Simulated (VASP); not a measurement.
Crystal: ZnS.

```
Zn S
1.0
     0.00000    2.68387    2.68387
     2.68387    0.00000    2.68387
     2.68387    2.68387    0.00000
Zn S
1 1
Direct
  0.75000 0.75000 0.75000
  0.00000 0.00000 0.00000
```

Base run:

```yaml
Program: VASP 6.6.1
Functional: PBEsol
Potentials_or_basis: VASP PAW PBE potentials, release 64 (Zn, S)
Cutoff: 520 eV
k_mesh: 9 × 9 × 9
Occupations: fermi-dirac, width 0.05 eV
Spin: no spin polarisation
```

Its results: band gap on the k mesh 2.07 eV, direct; pressure -0.3 GPa.

Task: After a change of settings the same cell gave: band gap on the k mesh 2.20 eV, direct; pressure 3.4 GPa. Which change was it?
A. functional from PBEsol to PBE
B. further incar settings from ALGO = Normal; EDIFF = 1e-06; NBANDS = 16 to ALGO = Normal; EDIFF = 1e-07; NBANDS = 16
C. functional from PBEsol to r2SCAN; dispersion from none to D3(BJ)
D. functional from PBEsol to r2SCAN

Result: A.

PBE binds less tightly than PBEsol, so the same cell stands under more pressure.

Caveats: the PAW data sets were made with another functional, which shifts forces and pressure a little (some runs).
